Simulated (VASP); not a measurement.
Wanted: the native input for a VASP 6.6.1 run.

```
Task                    : single point
Functional              : PBEsol
Potentials or basis     : VASP PAW PBE potentials, release 64 (Si, O)
Cutoff                  : 520 eV
k mesh                  : 7 × 7 × 7
Occupations             : fermi-dirac, width 0.05 eV
Spin                    : no spin polarisation
Dipole correction       : no
k mesh for the DOS      : 11 × 11 × 11
Occupations for the DOS : tetrahedron
Further INCAR settings  : ALGO = Normal; EDIFF = 1e-06; NBANDS = 44
```

Crystal: SiO2.

```
Si O
1.0
     0.00000    4.71626    7.36278
     2.35958    0.00000    7.36278
     2.35958    4.71626    0.00000
Si O
4 8
Direct
  0.93677 0.93677 0.56323
  0.68677 0.68677 0.31323
  0.31323 0.31323 0.68677
  0.56323 0.56323 0.93677
  0.06344 0.43656 0.06344
  0.43656 0.06344 0.43656
  0.81344 0.18656 0.81344
  0.18656 0.81344 0.18656
  0.12500 0.62500 0.62500
  0.62500 0.62500 0.62500
  0.62500 0.62500 0.12500
  0.62500 0.12500 0.62500
```

One way to write it, as run:

POSCAR

```
SiO2
1.0
    0.0000000000      4.7162571100      7.3627753715
    2.3595806657      0.0000000000      7.3627753715
    2.3595806657      4.7162571100      0.0000000000
Si O
4 8
Direct
    0.9367689200      0.9367689200      0.5632310800
    0.6867689200      0.6867689200      0.3132310800
    0.3132310800      0.3132310800      0.6867689200
    0.5632310800      0.5632310800      0.9367689200
    0.0634396000      0.4365604000      0.0634396000
    0.4365604000      0.0634396000      0.4365604000
    0.8134396000      0.1865604000      0.8134396000
    0.1865604000      0.8134396000      0.1865604000
    0.1250000000      0.6250000000      0.6250000000
    0.6250000000      0.6250000000      0.6250000000
    0.6250000000      0.6250000000      0.1250000000
    0.6250000000      0.1250000000      0.6250000000
```

INCAR.step1

```
SYSTEM = SiO2
ALGO     = Normal         ! electronic algorithm
EDIFF    = 1E-6           ! SCF threshold, eV
ENCUT    = 520            ! plane-wave cutoff, eV
GGA      = PS             ! functional
ISIF     = 2              ! what is computed and relaxed
ISMEAR   = -1             ! smearing method
LASPH    = .TRUE.         ! aspherical terms in the spheres
LCHARG   = .TRUE.         ! write CHGCAR
LREAL    = .FALSE.        ! projectors in reciprocal space
LWAVE    = .FALSE.        ! write WAVECAR
NBANDS   = 44             ! bands
NELM     = 60             ! most SCF steps
PREC     = Accurate       ! precision mode
SIGMA    = 0.05           ! smearing width, eV
```

KPOINTS.step1

```
k-points
0
G
  7 7 7
  0 0 0
```

INCAR.step2

```
SYSTEM = SiO2
ALGO     = Normal         ! electronic algorithm
EDIFF    = 1E-6           ! SCF threshold, eV
ENCUT    = 520            ! plane-wave cutoff, eV
GGA      = PS             ! functional
ICHARG   = 11             ! starting density
ISIF     = 2              ! what is computed and relaxed
ISMEAR   = -5             ! smearing method
LASPH    = .TRUE.         ! aspherical terms in the spheres
LCHARG   = .FALSE.        ! write CHGCAR
LORBIT   = 10             ! projections on sites
LREAL    = .FALSE.        ! projectors in reciprocal space
LWAVE    = .FALSE.        ! write WAVECAR
NBANDS   = 44             ! bands
NEDOS    = 2001           ! points of the DOS
NELM     = 60             ! most SCF steps
PREC     = Accurate       ! precision mode
SIGMA    = 0.05           ! smearing width, eV
```

KPOINTS.step2

```
k-points
0
G
  11 11 11
  0 0 0
```

Potentials or basis: VASP PAW PBE potentials, release 64 (Si, O).

Command:

```bash
$ cat potpaw_PBE.64/Si/POTCAR potpaw_PBE.64/O/POTCAR > POTCAR
$ cp INCAR.step1 INCAR
$ cp KPOINTS.step1 KPOINTS
$ mpirun -np 1 vasp_std > vasp.out
$ cp INCAR.step2 INCAR
$ cp KPOINTS.step2 KPOINTS
$ mpirun -np 1 vasp_std > vasp.out
```

Results of the run:

| Item | Value |
| --- | --- |
| Valence electrons inside the program's atomic spheres | Si 1.66; O 5.23, 5.26 (each value once) |

Wall time 68 min on 1 thread of Oxide Virtual Turin-like Processor, on a shared host, peak memory 1.1 GiB.
